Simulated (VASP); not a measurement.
Input of a VASP 6.6.1 run:

INCAR

```
SYSTEM = LiH
ALGO     = Normal         ! electronic algorithm
EDIFF    = 1E-6           ! SCF threshold, eV
EDIFFG   = -0.01          ! ionic threshold
ENCUT    = 600            ! plane-wave cutoff, eV
GGA      = PE             ! functional
IBRION   = 2              ! ionic algorithm
ISIF     = 3              ! what is computed and relaxed
ISMEAR   = 0              ! smearing method
IVDW     = 13             ! dispersion correction
LASPH    = .True.         ! aspherical terms in the spheres
LCHARG   = .False.        ! write CHGCAR
LREAL    = .False.        ! projectors in reciprocal space
LWAVE    = .False.        ! write WAVECAR
NELM     = 100            ! most SCF steps
NSW      = 80             ! ionic steps
PREC     = Accurate       ! precision mode
SIGMA    = 0.01           ! smearing width, eV
```

File KPOINTS:

```
k-points
0
Gamma
  8 8 8
  0 0 0
```

The input POSCAR:

```
LiH
1.0
    0.0000000000      2.0367500000      2.0367500000
    2.0367500000      0.0000000000      2.0367500000
    2.0367500000      2.0367500000      0.0000000000
Li H
1 1
Direct
    0.0000000000      0.0000000000      0.0000000000
    0.5000000000      0.5000000000      0.5000000000
```

Potentials or basis: VASP PAW PBE potentials, release 64 (Li_sv, H).

Run with:

```sh
$ cat potpaw_PBE.64/Li_sv/POTCAR potpaw_PBE.64/H/POTCAR > POTCAR
$ mpirun -np 1 vasp_std > vasp.out
```

Q: Predict the relaxed volume.

A: 7.70 Å³/atom.

Q: What does it give for the band gap on the k mesh?

A: 2.95 eV, direct.

Q: Predict the relaxed cell.

A: a = 2.793 Å, b = 2.793 Å, c = 2.793 Å, α = 60.00°, β = 60.00°, γ = 60.00°.

Final structure:
```
CELL_PARAMETERS angstrom
0.00000 1.97480 1.97480
1.97480 0.00000 1.97480
1.97480 1.97480 0.00000
ATOMIC_POSITIONS crystal
Li 0.00000 0.00000 0.00000
H 0.50000 0.50000 0.50000
```

Caveat: the cutoff is under 1.25 times the usual one of these potentials, so pressure, stress and relaxed cells hold a basis-set (Pulay) error. A k mesh can miss the band edges.
